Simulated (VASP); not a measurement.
Input of a VASP 6.6.1 run:

File INCAR:

```
SYSTEM = Mo
PREC = Accurate ; ENCUT = 520
EDIFF = 1E-7 ; ISMEAR = -1
SIGMA = 0.05 ; LREAL = .False.
LASPH = .True. ; NELM = 80
ALGO = Normal ; ISIF = 2
LWAVE = .False. ; LCHARG = .True.
GGA = CA ; LELF = .True.
LVHAR = .True. ; NBANDS = 13
```

File KPOINTS:

```
Automatic mesh
0
Gamma
  18 18 16
  0 0 0
```

The input POSCAR:

```
Mo
1.0
    2.4746729893      0.0000000000      0.0000000000
   -1.2373364946      2.1431296748      0.0000000000
    0.0000000000      0.0000000000      2.2582205646
Mo
1
Direct
    0.0000000000      0.0000000000      0.0000000000
```

Potentials or basis: VASP PAW LDA potentials, release 64 (Mo_sv).

Run with:

```sh
$ cat potpaw_LDA.64/Mo_sv/POTCAR > POTCAR
$ mpirun -np 1 vasp_std > vasp.out
```

Predict the pressure.

123.3 GPa.

Predict the band gap on the k mesh.

zero (band 7 reaches 18.76 eV, above the bottom of band 8 at 15.30 eV).

Stress tensor (GPa, compression positive):
```
122.77   0.00   0.00
  0.00 122.77   0.00
  0.00   0.00 124.42
```
